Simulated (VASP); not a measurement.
# Ru (P2_1/m) in VASP: a series of runs

Runs on Ru. Level: PBE. Tasks: single point.

Program: VASP 6.6.1. These are calculated values, not measurements. Logs are shortened: lines on timing, memory, paths and dates and some standing lists are left out, and cuts for length are marked.

## 1. The cell of the first run

It takes space group P2_1/m (No. 11, monoclinic). Conventional cell: a = 2.610 Å, b = 4.197 Å, c = 2.671 Å, α = 90.00°, β = 116.11°, γ = 90.00°. Within 3.4 Å of Ru (site symmetry m) lie 12 Ru at 2.60 to 2.79 Å.

## 2. Single point, PBE

Contents of INCAR:

```
SYSTEM = Ru
ALGO = Fast
EDIFF = 1E-6
ENCUT = 520
GGA = PE
ISIF = 2
ISMEAR = 0
LASPH = .True.
LCHARG = .False.
LREAL = .False.
LWAVE = .False.
NBANDS = 21
NELM = 80
PREC = Accurate
SIGMA = 0.1
```

Contents of KPOINTS:

```
k-points
0
Gamma
  8 5 36
  0 0 0
```

Contents of POSCAR:

```
Ru
1.0
    4.1973182999      0.0000000000      0.0000000000
    0.0000000000      6.8307118335     -0.0169333166
    0.0000000000     -2.4418494351      0.9225421774
Ru
2
Direct
    0.2500000000      0.3274957169      0.3235855151
    0.7500000000      0.6725042831      0.6764144849
```

Potentials or basis: VASP PAW PBE potentials, release 64 (Ru_pv).

Command:

```sh
cat potpaw_PBE.64/Ru_pv/POTCAR > POTCAR
mpirun -np 1 vasp_std > vasp.out
```

OUTCAR:

```text
SYSTEM = Ru
   EDIFF = 1E-6
   ENCUT = 520
   GGA = PE
   ISIF = 2
   ISMEAR = 0
   LASPH = .True.
   LREAL = .False.
   NELM = 80
   PREC = Accurate

 ion  position               nearest neighbor table
   1  0.250  0.327  0.324-   2 2.60   2 2.60   2 2.62   2 2.62
   2  0.750  0.673  0.676-   1 2.60   1 2.60   1 2.62   1 2.62

  LATTYP: Found a simple monoclinic cell.
 ALAT       =     2.6103089344
 B/A-ratio  =     1.6079776017
 C/A-ratio  =     1.0231612202
 COS(beta)  =    -0.4400422212

  Lattice vectors:

 A1 = (   0.0000000000,  -2.4418494351,   0.9225421774)
 A2 = (   4.1973182999,   0.0000000000,   0.0000000000)
 A3 = (   0.0000000000,   1.9470129633,   1.8281510382)

Analysis of symmetry for initial positions (statically):
=====================================================================
 Subroutine PRICEL returns:
 Original cell was already a primitive cell.

 Routine SETGRP: Setting up the symmetry group for a
 simple monoclinic supercell.

 Subroutine GETGRP returns: Found  4 space group operations
 (whereof  2 operations were pure point group operations)
 out of a pool of  4 trial point group operations.

The static configuration has the point symmetry S_2 .
 The point group associated with its full space group is C_2h.

Analysis of symmetry for dynamics (positions and initial velocities):
=====================================================================
 Subroutine PRICEL returns:
 Original cell was already a primitive cell.

 Routine SETGRP: Setting up the symmetry group for a
 simple monoclinic supercell.

 Subroutine GETGRP returns: Found  4 space group operations
 (whereof  2 operations were pure point group operations)
 out of a pool of  4 trial point group operations.

The dynamic configuration has the point symmetry S_2 .
 The point group associated with its full space group is C_2h.

 Subroutine INISYM returns: Found  4 space group operations
 (whereof  2 operations are pure point group operations),
 and found     1 'primitive' translations

----------------------------------------------------------------------------------------

                                     Primitive cell

  volume of cell :      26.2764

  direct lattice vectors                    reciprocal lattice vectors
     4.197318300  0.000000000  0.000000000     0.238247359  0.000000000  0.000000000
     0.000000000  6.830711833 -0.016933317     0.000000000  0.147364572  0.390054899
     0.000000000 -2.441849435  0.922542177     0.000000000  0.002704885  1.091120761

  length of vectors
     4.197318300  6.830732822  2.610308934     0.238247359  0.416964197  1.091124114

  position of ions in fractional coordinates (direct lattice)
     0.250000000  0.327495717  0.323585515
     0.750000000  0.672504283  0.676414485

  ion indices of the primitive-cell ions
   primitive index   ion index
                 1           1
                 2           2

----------------------------------------------------------------------------------------

 KPOINTS: k-points

Automatic generation of k-mesh.
 Grid dimensions read from file:
 generate k-points for:    8    5   36

 Generating k-lattice:

  Cartesian coordinates                     Fractional coordinates (reciprocal lattice)
     0.029780920  0.000000000  0.000000000     0.125000000  0.000000000  0.000000000
     0.000000000  0.029472914  0.078010980     0.000000000  0.200000000  0.000000000
     0.000000000  0.000075136  0.030308910     0.000000000  0.000000000  0.027777778

  Length of vectors
     0.029780920  0.083392839  0.030309003

  Shift w.r.t. Gamma in fractional coordinates (k-lattice)
     0.000000000  0.000000000  0.000000000

 Subroutine IBZKPT returns following result:
 ===========================================

 Found    455 irreducible k-points:

 Following reciprocal coordinates:
            Coordinates               Weight
  0.000000  0.000000  0.000000      1.000000
  0.125000  0.000000  0.000000      2.000000
  0.250000  0.000000  0.000000      2.000000
  0.375000  0.000000  0.000000      2.000000
  0.500000  0.000000  0.000000      1.000000
  0.000000  0.200000  0.000000      2.000000
[... 16 lines left out ...]
  0.250000  0.200000  0.027778      4.000000
  0.375000  0.200000  0.027778      4.000000
 [... further k-points ...]
   k-points           NKPTS =    455   k-points in BZ     NKDIM =    455   number of bands    NBANDS=     21
   number of dos      NEDOS =    301   number of ions     NIONS =      2
   total plane-waves  NPLWV =  34560
   dimension x,y,z NGX =    32 NGY =   54 NGZ =   20
   dimension x,y,z NGXF=    64 NGYF=  108 NGZF=   40
   ions per type =               2
   NGX,Y,Z   is equivalent  to a cutoff of  12.67, 13.14, 12.74 a.u.
   NGXF,Y,Z  is equivalent  to a cutoff of  25.35, 26.28, 25.48 a.u.
 SYSTEM =  Ru
   PREC   = accura    normal or accurate (medium, high low for compatibility)
   ISTART =      0    job   : 0-new  1-cont  2-samecut
   ICHARG =      2    charge: 1-file 2-atom 10-const
   ISPIN  =      1    spin polarized calculation?
   LNONCOLLINEAR =      F non collinear calculations
   LSORBIT =      F    spin-orbit coupling
   LASPH  =      T    aspherical Exc in radial PAW
   ENCUT  =  520.0 eV  38.22 Ry    6.18 a.u.   7.80 12.70  4.85*2*pi/ulx,y,z
   NELM   =     80;   NELMIN=  2; NELMDL= -5     # of ELM steps
   EDIFF  = 0.1E-05   stopping-criterion for ELM
   LREAL  =      F    real-space projection
   EDIFFG = 0.1E-04   stopping-criterion for IOM
   NSW    =      0    number of steps for IOM
   IBRION =     -1    ionic relax: 0-MD 1-quasi-New 2-CG
   NFREE  =      0    steps in history (QN), initial steepest desc. (CG)
   ISIF   =      2    stress and relaxation
   ISYM   =      2    0-nonsym 1-usesym 2-fastsym
   POTIM  = 0.5000    time-step for ionic-motion
   TEBEG  =    0.0;   TEEND  =   0.0 temperature during run
   PSTRESS=    0.0 pullay stress
   NELECT =      28.0000    total number of electrons
   NUPDOWN=      -1.0000    fix difference up-down
   EMIN   =  10.00;   EMAX   =-10.00  energy-range for DOS
   EFERMI =   0.00;   METHOD = LEGACY
   ISMEAR =     0;   SIGMA  =   0.10  broadening in eV -4-tet -1-fermi 0-gaus
   EFERMI_NEDOS =   21; number of points for ismear=-14 and -15
   IALGO  =     68    algorithm
   IMIX   =      4    mixing-type and parameters
     AMIX     =   0.40;   BMIX     =  1.00
     AMIX_MAG =   1.60;   BMIX_MAG =  1.00
  volume/ion in A,a.u.               =      13.14        88.66
  Fermi-wavevector in a.u.,A,eV,Ry     =   1.672139  3.159885 38.042574  2.796050
  Thomas-Fermi vector in A             =   2.757339
   LORBIT       =      0    0 simple, 1 ext, 2 COOP (PROOUT), +10 PAW based schemes
   GGA     = PE    functional components
   LHFCALC =     F    Hartree Fock is set to
   AEXX    =    0.0000 exact exchange contribution
   IVDW    =     0    specifies the selected vdW correction
   LEPSILON=     F    determine dielectric tensor
   LRPA    =     F    only Hartree local field effects (RPA)
 non-spin polarized calculation
 RMM-DIIS sequential band-by-band and
 Gauss-broadening in eV      SIGMA  =   0.10
  energy-cutoff  :      520.00
  volume of cell :       26.28
 maximum number of plane-waves:       728
 NGX is ok and might be reduce to    32
   NGX = 15   NGY = 25   NGZ =  9

 number of electron      27.9999992 magnetization

 Free energy of the ion-electron system (eV)
  ---------------------------------------------------
  ext. energy  EPLUGINS =         0.00000000
  ---------------------------------------------------
  free energy    TOTEN  =       -18.29615650 eV

  energy without entropy =      -18.28878644  energy(sigma->0) =      -18.29247147

 E-fermi :  13.4828     XC(G=0): -14.3212

 val. band max:       13.4826352978   @ k =   0.2500   0.2000   0.1667
 cond. band min:      13.4835183412   @ k =   0.3750  -0.4000   0.0833
 fundamental gap:      0.0008830434
 Fermi energy:        13.4828103730

 k-point     1 :       0.0000    0.0000    0.0000
  band No.  band energies     occupation
      1     -30.3429      2.00000
      2     -29.3606      2.00000
      3     -29.2439      2.00000
      4     -29.1437      2.00000
      5     -29.0562      2.00000
      6     -29.0408      2.00000
[... 13 lines left out ...]
     20      23.8445      0.00000
     21      24.3778      0.00000

 k-point     2 :       0.1250    0.0000    0.0000
  band No.  band energies     occupation
      1     -30.2962      2.00000
      2     -29.3526      2.00000
      3     -29.2376      2.00000
      4     -29.1520      2.00000
      5     -29.0925      2.00000
      6     -29.0633      2.00000
[... 13 lines left out ...]
     20      23.8441      0.00000
     21      25.1525      0.00000

 k-point     3 :       0.2500    0.0000    0.0000
  band No.  band energies     occupation
      1     -30.1622      2.00000
      2     -29.3307      2.00000
      3     -29.2508      2.00000
      4     -29.2061      2.00000
      5     -29.1756      2.00000
      6     -29.0835      2.00000
[... 13 lines left out ...]
     20      23.8580      0.00000
     21      27.5736      0.00000

 k-point     4 :       0.3750    0.0000    0.0000
  band No.  band energies     occupation
      1     -29.9586      2.00000
      2     -29.4636      2.00000
      3     -29.2929      2.00000
      4     -29.2109      2.00000
      5     -29.1841      2.00000
      6     -29.1138      2.00000
[... 13 lines left out ...]
     20      23.8440      0.00000
     21      27.5736      0.00000

 k-point     5 :       0.5000    0.0000    0.0000
  band No.  band energies     occupation
      1     -29.7135      2.00000
      2     -29.7135      2.00000
      3     -29.2522      2.00000
      4     -29.2522      2.00000
      5     -29.1492      2.00000
      6     -29.1492      2.00000
[... 13 lines left out ...]
     20      23.8459      0.00000
     21      27.9898      0.00000
[... 382 lines left out ...]
     20      23.9007      0.00000
     21      26.3984      0.00000

 k-point    22 :       0.1250    0.2000    0.0278
  band No.  band energies     occupation
      1     -30.1089      2.00000
      2     -29.7061      2.00000
      3     -29.5884      2.00000
      4     -29.3639      2.00000
      5     -29.1820      2.00000
      6     -29.1178      2.00000
[... 13 lines left out ...]
     20      25.0091      0.00000
     21      26.6036      0.00000

 k-point    23 :       0.2500    0.2000    0.0278
  band No.  band energies     occupation
      1     -30.0885      2.00000
      2     -29.7024      2.00000
      3     -29.5957      2.00000
      4     -29.3352      2.00000
      5     -29.2055      2.00000
      6     -29.1418      2.00000
[... 13 lines left out ...]
     20      23.8440      0.00000
     21      26.3643      0.00000

 k-point    24 :       0.3750    0.2000    0.0278
  band No.  band energies     occupation
      1     -30.0336      2.00000
      2     -29.8238      2.00000
      3     -29.4761      2.00000
      4     -29.2944      2.00000
      5     -29.2601      2.00000
      6     -29.1832      2.00000
[... 13 lines left out ...]
     20      23.8439      0.00000
     21      27.3410      0.00000

 [... further k-points ...]
[... 5 lines left out ...]
  --------------------------------------------------------------------------------------
  -------------------------------------------------------------------------------------
  Total        3.3369228      5.4540382     -0.0019773      0.0000000     -0.0149721      0.0000000
  in kB      203.4659299    332.5551715     -0.1205624      0.0000000     -0.9129109      0.0000000
  external PRESSURE =     178.6335130 kB  Pullay stress =       0.0000000 kB

 VOLUME and BASIS-vectors are now :
 -----------------------------------------------------------------------------
  energy-cutoff  :      520.00
  volume of cell :       26.28
      direct lattice vectors                 reciprocal lattice vectors
     4.197318300  0.000000000  0.000000000     0.238247359  0.000000000  0.000000000
     0.000000000  6.830711833 -0.016933317     0.000000000  0.147364572  0.390054899
     0.000000000 -2.441849435  0.922542177     0.000000000  0.002704885  1.091120761

 POSITION                                       TOTAL-FORCE (eV/Angst)
 -----------------------------------------------------------------------------------
      1.04933      1.44688      0.29298        -0.000000     -0.005972     -0.002674
      3.14799      2.94198      0.61263         0.000000      0.005972      0.002674
 -----------------------------------------------------------------------------------
    total drift:                                0.000000      0.000000     -0.000000

  FREE ENERGIE OF THE ION-ELECTRON SYSTEM (eV)
  ---------------------------------------------------
  free  energy   TOTEN  =       -18.2961565046 eV

  energy  without entropy=      -18.2887864404  energy(sigma->0) =      -18.29247147
```

Wall time 2.7 min (1 thread of Intel Xeon 6975P-C (Granite Rapids), shared host); peak memory 0.34 GiB.

What came out:

```
Free energy            : -18.2962 eV
Pressure               : 17.9 GPa
Largest force          : 0.007 eV/Å
Band gap on the k mesh : zero (band 14 reaches 15.12 eV, above the bottom of band 15 at 11.94 eV)
```

Forces in eV/Å, atoms in the order of the input:
```
Ru   0.000 -0.006 -0.003
Ru   0.000  0.006  0.003
```

Caveat: the k points lie up to 0.52 Å⁻¹ apart.

(Continued in part 2 of 2.)
